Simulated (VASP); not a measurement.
# InP in VASP: single point with PBE+D3(BJ)

Aim: the single point of InP with PBE+D3(BJ).

Program: VASP 6.6.1. These are calculated values, not measurements. Logs are shortened: lines on timing, memory, paths and dates and some standing lists are left out, and cuts for length are marked.

**1. The cell of the first run**

The cell holds a slab with vacuum, 12 atoms: a = 8.335 Å, b = 5.894 Å, c = 22.781 Å, α = 90.00°, β = 90.00°, γ = 90.00°.

**2. Single point, PBE+D3(BJ)**

Input file INCAR:

```
SYSTEM = InP
PREC     = Accurate       ! precision mode
ENCUT    = 520            ! plane-wave cutoff, eV
EDIFF    = 1E-7           ! SCF threshold, eV
ISMEAR   = 0              ! smearing method
SIGMA    = 0.05           ! smearing width, eV
LREAL    = .False.        ! projectors in reciprocal space
LASPH    = .True.         ! aspherical terms in the spheres
NELM     = 60             ! most SCF steps
ALGO     = Normal         ! electronic algorithm
ISIF     = 2              ! what is computed and relaxed
LWAVE    = .False.        ! write WAVECAR
LCHARG   = .True.         ! write CHGCAR
LDIPOL   = .True.       
IDIPOL   = 3            
DIPOL    = 0.5 0.5 0.444
GGA      = PE             ! functional
IVDW     = 12             ! dispersion correction
LELF     = .True.         ! ELF
LVHAR    = .True.       
LVACPOTAV= .True.       
NBANDS   = 66             ! bands
```

Input file KPOINTS:

```
regular mesh
0
Gamma
  2 3 1
  0 0 0
```

Input file POSCAR:

```
InP
1.0
    8.3347933232      0.0000000000      0.0000000000
    0.0000000000      5.8935888786      0.0000000000
    0.0000000000      0.0000000000     22.7812479852
In P
6 6
Direct
    0.2500000000      0.5000000000      0.3511660118
    0.7500000000      0.5000000000      0.3511660118
    0.5070767398      0.0698900162      0.4521930437
    0.0013541738      0.0431587367      0.4480493015
    0.7301294679      0.5263964482      0.5295898649
    0.2747172402      0.5055136318      0.5169475084
    0.5000000000      0.2500000000      0.3511660118
    0.0000000000      0.2500000000      0.3511660118
    0.7484372986      0.7945402087      0.4422560559
    0.2586734891      0.8030315525      0.4386582364
    0.0042936522      0.3124401772      0.5388240399
    0.4983894026      0.2624942249      0.5554559232
```

Potentials or basis: VASP PAW PBE potentials, release 64 (In_d, P).

Run with:

```
> cat potpaw_PBE.64/In_d/POTCAR potpaw_PBE.64/P/POTCAR > POTCAR
> mpirun -np 1 vasp_std > vasp.out
```

OUTCAR:

```text
SYSTEM = InP
   PREC = Accurate
   ENCUT = 520
   EDIFF = 1E-7
   ISMEAR = 0
   LREAL = .False.
   LASPH = .True.
   NELM = 60
   ISIF = 2
   GGA = PE
   IVDW = 12
 IVDW          = 12

 ion  position               nearest neighbor table
   1  0.250  0.500  0.351-   7 2.55   8 2.55  10 2.68   6 3.78
   2  0.750  0.500  0.351-   7 2.55   8 2.55   9 2.71   3 3.98
   3  0.507  0.070  0.452-   7 2.54   9 2.59  12 2.61  10 2.62   6 3.54   5 3.72   2 3.98
   4  0.001  0.043  0.448-   8 2.52   9 2.57  10 2.58  11 2.61   6 3.88
   5  0.730  0.526  0.530-   9 2.55  12 2.55  11 2.62   3 3.72   6 3.81
   6  0.275  0.506  0.517-  10 2.50  12 2.51  11 2.57   3 3.54   1 3.78   5 3.81   4 3.88
   7  0.500  0.250  0.351-   3 2.54   2 2.55   1 2.55
   8  0.000  0.250  0.351-   4 2.52   2 2.55   1 2.55
   9  0.748  0.795  0.442-   5 2.55   4 2.57   3 2.59   2 2.71
  10  0.259  0.803  0.439-   6 2.50   4 2.58   3 2.62   1 2.68
  11  0.004  0.312  0.539-   6 2.57   4 2.61   5 2.62
  12  0.498  0.262  0.555-   6 2.51   5 2.55   3 2.61

  LATTYP: Found a simple orthorhombic cell.
 ALAT       =     5.8935888786
 B/A-ratio  =     1.4142135624
 C/A-ratio  =     3.8654287658

  Lattice vectors:

 A1 = (   0.0000000000,  -5.8935888786,   0.0000000000)
 A2 = (   8.3347933232,   0.0000000000,   0.0000000000)
 A3 = (   0.0000000000,   0.0000000000,  22.7812479852)

Analysis of symmetry for initial positions (statically):
=====================================================================
 Subroutine PRICEL returns:
 Original cell was already a primitive cell.

 Routine SETGRP: Setting up the symmetry group for a
 simple orthorhombic supercell.

 Subroutine GETGRP returns: Found  1 space group operations
 (whereof  1 operations were pure point group operations)
 out of a pool of  8 trial point group operations.

The static configuration has the point symmetry C_1 .

Analysis of symmetry for dynamics (positions and initial velocities):
=====================================================================
 Subroutine PRICEL returns:
 Original cell was already a primitive cell.

 Routine SETGRP: Setting up the symmetry group for a
 simple orthorhombic supercell.

 Subroutine GETGRP returns: Found  1 space group operations
 (whereof  1 operations were pure point group operations)
 out of a pool of  8 trial point group operations.

The dynamic configuration has the point symmetry C_1 .

 Subroutine INISYM returns: Found  1 space group operations
 (whereof  1 operations are pure point group operations),
 and found     1 'primitive' translations

----------------------------------------------------------------------------------------

                                     Primitive cell

  volume of cell :    1119.0569

  direct lattice vectors                    reciprocal lattice vectors
     8.334793323  0.000000000  0.000000000     0.119978980  0.000000000  0.000000000
     0.000000000  5.893588879  0.000000000     0.000000000  0.169675900  0.000000000
     0.000000000  0.000000000 22.781247985     0.000000000  0.000000000  0.043895751

  length of vectors
     8.334793323  5.893588879 22.781247985     0.119978980  0.169675900  0.043895751

  position of ions in fractional coordinates (direct lattice)
     0.250000000  0.500000000  0.351166012
     0.750000000  0.500000000  0.351166012
     0.507076740  0.069890016  0.452193044
     0.001354174  0.043158737  0.448049301
     0.730129468  0.526396448  0.529589865
     0.274717240  0.505513632  0.516947508
     0.500000000  0.250000000  0.351166012
     0.000000000  0.250000000  0.351166012
     0.748437299  0.794540209  0.442256056
     0.258673489  0.803031553  0.438658236
     0.004293652  0.312440177  0.538824040
     0.498389403  0.262494225  0.555455923

  ion indices of the primitive-cell ions
   primitive index   ion index
                 1           1
                 2           2
                 3           3
                 4           4
                 5           5
                 6           6
                 7           7
                 8           8
                 9           9
                10          10
                11          11
                12          12

----------------------------------------------------------------------------------------

 KPOINTS: regular mesh

Automatic generation of k-mesh.
 Grid dimensions read from file:
 generate k-points for:    2    3    1

 Generating k-lattice:

  Cartesian coordinates                     Fractional coordinates (reciprocal lattice)
     0.059989490  0.000000000  0.000000000     0.500000000  0.000000000  0.000000000
     0.000000000  0.056558633  0.000000000     0.000000000  0.333333333  0.000000000
     0.000000000  0.000000000  0.043895751     0.000000000  0.000000000  1.000000000

  Length of vectors
     0.059989490  0.056558633  0.043895751

  Shift w.r.t. Gamma in fractional coordinates (k-lattice)
     0.000000000  0.000000000  0.000000000

 Subroutine IBZKPT returns following result:
 ===========================================

 Found      4 irreducible k-points:

 Following reciprocal coordinates:
            Coordinates               Weight
  0.000000  0.000000  0.000000      1.000000
  0.500000  0.000000  0.000000      1.000000
  0.000000  0.333333  0.000000      2.000000
  0.500000  0.333333  0.000000      2.000000
   k-points           NKPTS =      4   k-points in BZ     NKDIM =      4   number of bands    NBANDS=     66
   number of dos      NEDOS =    301   number of ions     NIONS =     12
   total plane-waves  NPLWV = 552960
   dimension x,y,z NGX =    64 NGY =   48 NGZ =  180
   dimension x,y,z NGXF=   128 NGYF=   96 NGZF=  360
   ions per type =               6   6
   NGX,Y,Z   is equivalent  to a cutoff of  12.77, 13.54, 13.14 a.u.
   NGXF,Y,Z  is equivalent  to a cutoff of  25.53, 27.08, 26.27 a.u.
 SYSTEM =  InP
   PREC   = accura    normal or accurate (medium, high low for compatibility)
   ISTART =      0    job   : 0-new  1-cont  2-samecut
   ICHARG =      2    charge: 1-file 2-atom 10-const
   ISPIN  =      1    spin polarized calculation?
   LNONCOLLINEAR =      F non collinear calculations
   LSORBIT =      F    spin-orbit coupling
   LASPH  =      T    aspherical Exc in radial PAW
   ENCUT  =  520.0 eV  38.22 Ry    6.18 a.u.  15.50 10.96 42.36*2*pi/ulx,y,z
   NELM   =     60;   NELMIN=  2; NELMDL= -5     # of ELM steps
   EDIFF  = 0.1E-06   stopping-criterion for ELM
   LREAL  =      F    real-space projection
   EDIFFG = 0.1E-05   stopping-criterion for IOM
   NSW    =      0    number of steps for IOM
   IBRION =     -1    ionic relax: 0-MD 1-quasi-New 2-CG
   NFREE  =      0    steps in history (QN), initial steepest desc. (CG)
   ISIF   =      2    stress and relaxation
   ISYM   =      2    0-nonsym 1-usesym 2-fastsym
   POTIM  = 0.5000    time-step for ionic-motion
   TEBEG  =    0.0;   TEEND  =   0.0 temperature during run
   PSTRESS=    0.0 pullay stress
   NELECT =     108.0000    total number of electrons
   NUPDOWN=      -1.0000    fix difference up-down
   EMIN   =  10.00;   EMAX   =-10.00  energy-range for DOS
   EFERMI =   0.00;   METHOD = LEGACY
   ISMEAR =     0;   SIGMA  =   0.05  broadening in eV -4-tet -1-fermi 0-gaus
   EFERMI_NEDOS =   21; number of points for ismear=-14 and -15
   IALGO  =     38    algorithm
   IMIX   =      4    mixing-type and parameters
     AMIX     =   0.40;   BMIX     =  1.00
     AMIX_MAG =   1.60;   BMIX_MAG =  1.00
  volume/ion in A,a.u.               =      93.25       629.31
  Fermi-wavevector in a.u.,A,eV,Ry     =   0.750929  1.419049  7.672242  0.563894
  Thomas-Fermi vector in A             =   1.847793
   LORBIT       =      0    0 simple, 1 ext, 2 COOP (PROOUT), +10 PAW based schemes
   GGA     = PE    functional components
   LHFCALC =     F    Hartree Fock is set to
   AEXX    =    0.0000 exact exchange contribution
   IVDW    =    12    specifies the selected vdW correction
   LEPSILON=     F    determine dielectric tensor
   LRPA    =     F    only Hartree local field effects (RPA)
 non-spin polarized calculation
 Gauss-broadening in eV      SIGMA  =   0.05
  energy-cutoff  :      520.00
  volume of cell :     1119.06
 maximum number of plane-waves:     30180
 NGX is ok and might be reduce to    64
   NGX = 31   NGY = 21   NGZ = 85

 number of electron     108.0000002 magnetization

 dipolmoment           0.000000      0.000000      0.120716 electrons x Angstroem

 Free energy of the ion-electron system (eV)
  ---------------------------------------------------
  ext. energy  EPLUGINS =         0.00000000
  ---------------------------------------------------
  free energy    TOTEN  =       -45.34516376 eV

  energy without entropy =      -45.34516375  energy(sigma->0) =      -45.34516376

 E-fermi :  -1.8616     XC(G=0):  -3.1939

 val. band max:       -2.0584306351   @ k =   0.0000   0.3333   0.0000
 cond. band min:      -1.6659173658   @ k =   0.0000   0.3333   0.0000
 fundamental gap:      0.3925132693
 Fermi energy:        -1.8616240304

 k-point     1 :       0.0000    0.0000    0.0000
  band No.  band energies     occupation
      1     -16.5879      2.00000
      2     -16.5816      2.00000
      3     -16.5665      2.00000
      4     -16.5598      2.00000
      5     -16.5406      2.00000
      6     -16.5224      2.00000
[... 58 lines left out ...]
     65       1.2880      0.00000
     66       1.8314      0.00000

 k-point     2 :       0.5000    0.0000    0.0000
  band No.  band energies     occupation
      1     -16.5869      2.00000
      2     -16.5761      2.00000
      3     -16.5608      2.00000
      4     -16.5566      2.00000
      5     -16.5361      2.00000
      6     -16.5143      2.00000
[... 58 lines left out ...]
     65       2.1294      0.00000
     66       2.1440      0.00000

 k-point     3 :       0.0000    0.3333    0.0000
  band No.  band energies     occupation
      1     -16.5897      2.00000
      2     -16.5779      2.00000
      3     -16.5654      2.00000
      4     -16.5575      2.00000
      5     -16.5381      2.00000
      6     -16.5223      2.00000
[... 58 lines left out ...]
     65       1.6867      0.00000
     66       1.9707      0.00000

 k-point     4 :       0.5000    0.3333    0.0000
  band No.  band energies     occupation
      1     -16.5872      2.00000
      2     -16.5739      2.00000
      3     -16.5582      2.00000
      4     -16.5550      2.00000
      5     -16.5355      2.00000
      6     -16.5136      2.00000
[... 58 lines left out ...]
     65       2.4015      0.00000
     66       2.4758      0.00000

------------------------ aborting loop because EDIFF is reached ----------------------------------------

 Edisp (eV)   -2.29927

 E8    (eV) :    -1.0694

  FORCE on cell =-STRESS in cart. coord.  units (eV):
  Direction    XX          YY          ZZ          XY          YZ          ZX
  --------------------------------------------------------------------------------------
  -------------------------------------------------------------------------------------
  Total      -4.55176    -6.40647     0.38044    -0.09256    -2.31315     0.27525
  in kB      -6.51686    -9.17228     0.54469    -0.13252    -3.31179     0.39408
  external pressure =       -5.05 kB  Pullay stress =        0.00 kB

 VOLUME and BASIS-vectors are now :
 -----------------------------------------------------------------------------
  energy-cutoff  :      520.00
  volume of cell :     1119.06
      direct lattice vectors                 reciprocal lattice vectors
     8.334793323  0.000000000  0.000000000     0.119978980  0.000000000  0.000000000
     0.000000000  5.893588879  0.000000000     0.000000000  0.169675900  0.000000000
     0.000000000  0.000000000 22.781247985     0.000000000  0.000000000  0.043895751

 POSITION                                       TOTAL-FORCE (eV/Angst)
 -----------------------------------------------------------------------------------
      2.08370      2.94679      8.00000        -0.030188     -0.409549      1.040735
      6.25109      2.94679      8.00000         0.028360     -0.417135      1.142654
      4.22638      0.41190     10.30152         0.037927     -0.101376      0.084459
      0.01129      0.25436     10.20712        -0.067938      0.408061      0.704322
      6.08548      3.10236     12.06472         0.760355     -0.856280     -0.499865
      2.28971      2.97929     11.77671        -0.808898     -0.470290      0.142330
      4.16740      1.47340      8.00000         0.013465      0.455340     -0.962031
      0.00000      1.47340      8.00000         0.009087      0.590225     -1.389323
      6.23807      4.68269     10.07514        -0.155839      0.242652     -0.268328
      2.15599      4.73274      9.99318         0.149717      0.323612     -0.343632
      0.03579      1.84139     12.27508        -0.079950     -0.094255      0.406860
      4.15397      1.54703     12.65398         0.143901      0.328994     -0.058180
 -----------------------------------------------------------------------------------
    total drift:                                0.000319     -0.000284      0.000259

  FREE ENERGIE OF THE ION-ELECTRON SYSTEM (eV)
  ---------------------------------------------------
  free  energy   TOTEN  =       -47.6444345464 eV

  energy  without entropy=      -47.6444345422  energy(sigma->0) =      -47.64443454

 vacuum level on the upper side and lower side of the slab         2.936         2.491
```

Run time: 16 min. Hardware: 1 thread of Intel Xeon Platinum 8259CL at 2.50GHz (Skylake/Cascade Lake), shared host; peak memory 1 GiB.

Results:

```
Free energy                : -47.6444 eV
Largest force              : 1.510 eV/Å
Band gap on the k mesh     : 0.39 eV
Dispersion energy per atom : -0.192 eV
```

Forces in eV/Å, atoms in the order of the input:
```
In  -0.030 -0.410  1.041
In   0.028 -0.417  1.143
In   0.038 -0.101  0.084
In  -0.068  0.408  0.704
In   0.760 -0.856 -0.500
In  -0.809 -0.470  0.142
P    0.013  0.455 -0.962
P    0.009  0.590 -1.389
P   -0.156  0.243 -0.268
P    0.150  0.324 -0.344
P   -0.080 -0.094  0.407
P    0.144  0.329 -0.058
```

Caveat: spin-orbit coupling is left out, which moves the levels of the heavy elements.
